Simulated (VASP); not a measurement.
# CaO (P6_3mc) in VASP: a series of runs, part 2 of 2

VASP 6.6.1.

## 4. Single point, r2SCAN

Input file POSCAR:

```
CaO
1.0
    3.7328537632      0.0000000000      0.0000000000
   -1.8664268816      3.2327461875      0.0000000000
    0.0000000000      0.0000000000     11.6922807246
Ca O
4 4
Direct
    0.0000000000      0.0000000000     -0.0035776439
    0.3333333333      0.6666666667      0.2479206464
    0.0000000000      0.0000000000      0.4964223561
    0.6666666667      0.3333333333      0.7479206464
    0.0000000000      0.0000000000      0.1909536970
    0.3333333333      0.6666666667      0.4397033006
    0.0000000000      0.0000000000      0.6909536970
    0.6666666667      0.3333333333      0.9397033006
```

Input file INCAR.step1:

```
ALGO = Normal ; EDIFF = 1E-4
ENCUT = 520 ; GGA = PE
ISMEAR = -1 ; LASPH = T
LCHARG = F ; LREAL = F
LWAVE = T ; NBANDS = 42
NELM = 80 ; PREC = Accurate
SIGMA = 0.02
```

Input file INCAR.step2:

```
ALGO = Normal ; EDIFF = 1E-7
ENCUT = 520 ; ISIF = 2
ISMEAR = -1 ; ISTART = 1
LASPH = T ; LCHARG = F
LMIXTAU = T ; LREAL = F
LWAVE = F ; METAGGA = R2SCAN
NBANDS = 42 ; NELM = 80
PREC = Accurate ; SIGMA = 0.02
```

Input file KPOINTS:

```
k-points
0
Gamma
  12 12 2
```

Potentials or basis: VASP PAW PBE potentials, release 64 (Ca_sv, O).

Run with:

```console
cat potpaw_PBE.64/Ca_sv/POTCAR potpaw_PBE.64/O/POTCAR > POTCAR
cp INCAR.step1 INCAR
mpirun -np 1 vasp_std > vasp.out
cp INCAR.step2 INCAR
mpirun -np 1 vasp_std > vasp.out
```

OUTCAR:

```text
EDIFF = 1E-7
   ENCUT = 520
   ISIF = 2
   ISMEAR = -1
   ISTART = 1
   LASPH = T
   LREAL = F
   METAGGA = R2SCAN
   NELM = 80
   PREC = Accurate

 ion  position               nearest neighbor table
   1  0.000  0.000  0.996-   8 2.25   8 2.25   8 2.25   5 2.27
   2  0.333  0.667  0.248-   6 2.24   5 2.26   5 2.26   5 2.26
   3  0.000  0.000  0.496-   6 2.25   6 2.25   6 2.25   7 2.27
   4  0.667  0.333  0.748-   8 2.24   7 2.26   7 2.26   7 2.26
   5  0.000  0.000  0.191-   2 2.26   2 2.26   2 2.26   1 2.27
   6  0.333  0.667  0.440-   2 2.24   3 2.25   3 2.25   3 2.25
   7  0.000  0.000  0.691-   4 2.26   4 2.26   4 2.26   3 2.27
   8  0.667  0.333  0.940-   4 2.24   1 2.25   1 2.25   1 2.25

  LATTYP: Found a hexagonal cell.
 ALAT       =     3.7328537632
 C/A-ratio  =     3.1322632673

  Lattice vectors:

 A1 = (   3.7328537632,   0.0000000000,   0.0000000000)
 A2 = (  -1.8664268816,   3.2327461875,   0.0000000000)
 A3 = (   0.0000000000,   0.0000000000,  11.6922807246)

Analysis of symmetry for initial positions (statically):
[... 195 lines left out ...]
  band No.  band energies     occupation
      1     -38.3955      2.00000
      2     -38.3872      2.00000
      3     -38.3108      2.00000
      4     -38.3024      2.00000
      5     -19.2006      2.00000
      6     -18.8842      2.00000
[... 1069 lines left out ...]
     41       8.2812      0.00000
     42       8.2812      0.00000

 [... further k-points ...]

------------------------ aborting loop because EDIFF is reached ----------------------------------------

  FORCE on cell =-STRESS in cart. coord.  units (eV):
  Direction    XX          YY          ZZ          XY          YZ          ZX
  --------------------------------------------------------------------------------------
  -------------------------------------------------------------------------------------
  Total        0.8548001      0.8548001      0.7784733     -0.0000000      0.0000000      0.0000000
  in kB        9.7065148      9.7065148      8.8398006     -0.0000000      0.0000000      0.0000000
  external PRESSURE =       9.4176100 kB  Pullay stress =       0.0000000 kB

 VOLUME and BASIS-vectors are now :
 -----------------------------------------------------------------------------
  energy-cutoff  :      520.00
  volume of cell :      141.10
      direct lattice vectors                 reciprocal lattice vectors
     3.732853763  0.000000000  0.000000000     0.267891555  0.154667262  0.000000000
    -1.866426882  3.232746188  0.000000000     0.000000000  0.309334523  0.000000000
     0.000000000  0.000000000 11.692280725     0.000000000  0.000000000  0.085526513

 POSITION                                       TOTAL-FORCE (eV/Angst)
 -----------------------------------------------------------------------------------
      0.00000      0.00000     11.65045         0.000000      0.000000     -0.002017
     -0.00000      2.15516      2.89876        -0.000000      0.000000     -0.013057
      0.00000      0.00000      5.80431         0.000000      0.000000     -0.002017
      1.86643      1.07758      8.74490         0.000000     -0.000000     -0.013057
      0.00000      0.00000      2.23268        -0.000000      0.000000      0.004076
     -0.00000      2.15516      5.14113         0.000000     -0.000000      0.010998
      0.00000      0.00000      8.07882         0.000000      0.000000      0.004076
      1.86643      1.07758     10.98727        -0.000000      0.000000      0.010998
 -----------------------------------------------------------------------------------
    total drift:                                0.000000      0.000000      0.017961

  FREE ENERGIE OF THE ION-ELECTRON SYSTEM (eV)
  ---------------------------------------------------
  free  energy   TOTEN  =       -75.9362189480 eV

  energy  without entropy=      -75.9362189480  energy(sigma->0) =      -75.93621895
```

OUTCAR.step1:

```text
EDIFF = 1E-4
   ENCUT = 520
   GGA = PE
   ISMEAR = -1
   LASPH = T
[... 1326 lines left out ...]
      0.00000      0.00000      2.23268        -0.000000     -0.000000     -0.005325
     -0.00000      2.15516      5.14113         0.000000      0.000000      0.002090
      0.00000      0.00000      8.07882         0.000000     -0.000000     -0.005325
      1.86643      1.07758     10.98727        -0.000000     -0.000000      0.002090
 -----------------------------------------------------------------------------------
    total drift:                                0.000000      0.000000      0.003667

  FREE ENERGIE OF THE ION-ELECTRON SYSTEM (eV)
  ---------------------------------------------------
  free  energy   TOTEN  =       -49.9103915945 eV

  energy  without entropy=      -49.9103915945  energy(sigma->0) =      -49.91039159
```

OSZICAR.step1:

```text
N       E                     dE             d eps       ncg     rms          rms(c)
DAV:   1     0.715523380658E+03    0.71552E+03   -0.32432E+04  3192   0.151E+03
DAV:   2    -0.658767319489E+00   -0.71618E+03   -0.69378E+03  3936   0.444E+02
DAV:   3    -0.578152084553E+02   -0.57156E+02   -0.56793E+02  4570   0.122E+02
DAV:   4    -0.602236463846E+02   -0.24084E+01   -0.24027E+01  5160   0.239E+01
DAV:   5    -0.603491321842E+02   -0.12549E+00   -0.12547E+00  4624   0.393E+00    0.194E+01
DAV:   6    -0.499765897458E+02    0.10373E+02   -0.56591E+01  3618   0.360E+01    0.811E+00
DAV:   7    -0.499504238482E+02    0.26166E-01   -0.66831E+00  3980   0.128E+01    0.434E+00
DAV:   8    -0.499072148196E+02    0.43209E-01   -0.82889E-01  3840   0.538E+00    0.128E+00
DAV:   9    -0.498999359995E+02    0.72788E-02   -0.26394E-01  3788   0.232E+00    0.316E-01
DAV:  10    -0.499093422579E+02   -0.94063E-02   -0.23944E-02  4084   0.720E-01    0.195E-01
DAV:  11    -0.499103952889E+02   -0.10530E-02   -0.11568E-02  3760   0.440E-01    0.106E-01
DAV:  12    -0.499103699416E+02    0.25347E-04   -0.15248E-03  3804   0.217E-01    0.172E-02
DAV:  13    -0.499103915945E+02   -0.21653E-04   -0.13141E-04  2436   0.580E-02
   1 F= -.49910392E+02 E0= -.49910392E+02  d E =-.381644E-11
```

Wall time 9.1 min (1 thread of AMD EPYC 9R45 (Zen 5), shared host); peak memory 0.35 GiB.

Results:

* Free energy: -75.9362 eV
* Pressure: 0.9 GPa
* Largest force: 0.013 eV/Å
* Band gap on the k mesh: 3.82 eV (least direct gap 4.22 eV)

Forces on the atoms (eV/Å):
```
Ca   0.000  0.000 -0.002
Ca   0.000  0.000 -0.013
Ca   0.000  0.000 -0.002
Ca   0.000  0.000 -0.013
O    0.000  0.000  0.004
O    0.000  0.000  0.011
O    0.000  0.000  0.004
O    0.000  0.000  0.011
```

Stress tensor (GPa, compression positive):
```
0.97 0.00 0.00
0.00 0.97 0.00
0.00 0.00 0.88
```

Levels at points of the mesh, in eV from the valence-band top:
| k point | band 29 | band 30 | band 31 | band 32 | band 33 | band 34 | band 35 | band 36 |
| --- | --- | --- | --- | --- | --- | --- | --- | --- |
| (0.00, 0.00, 0.00) | -0.49 | -0.45 | -0.39 | -0.39 | 3.82 | 5.50 | 5.66 | 6.99 |
| (0.50, 0.00, 0.00) | -0.12 | -0.09 | -0.08 | 0.00 | 5.57 | 5.83 | 6.29 | 6.44 |
| (0.00, 0.00, 0.50) | -0.43 | -0.43 | -0.43 | -0.43 | 4.40 | 4.40 | 6.59 | 6.59 |
| (0.50, 0.00, 0.50) | -0.10 | -0.10 | -0.04 | -0.04 | 5.69 | 5.69 | 6.43 | 6.43 |

Caveat: the PAW data sets were made with another functional, which shifts forces and pressure a little.

## 5. Summary

| level | cell | gap on the mesh (eV) | pressure (GPa) | largest force (eV/Å) |
| --- | --- | --- | --- | --- |
| PBE | a = 3.733, b = 3.733, c = 11.692 Å, angles 90.0, 90.0, 120.0°, 8 atoms, atomic positions A | 3.41 | 1.9 | 0.01 |
| PBE | a = 3.747, b = 3.747, c = 11.825 Å, angles 90.0, 90.0, 120.0°, 8 atoms, atomic positions B | 3.34 | 0.4 | 0.01 |
| r2SCAN | a = 3.733, b = 3.733, c = 11.692 Å, angles 90.0, 90.0, 120.0°, 8 atoms, atomic positions A | 3.82 | 0.9 | 0.01 |

Alike in all rows: task single point; potentials or basis VASP PAW PBE potentials, release 64 (Ca_sv, O); no spin polarisation; k mesh 12 × 12 × 2; cutoff (eV) 520; smearing fermi-dirac 0.02 eV.

Caveats: the PAW data sets were made with another functional, which shifts forces and pressure a little (at least some runs).

Absolute energies hang on the potentials; compare differences alone.
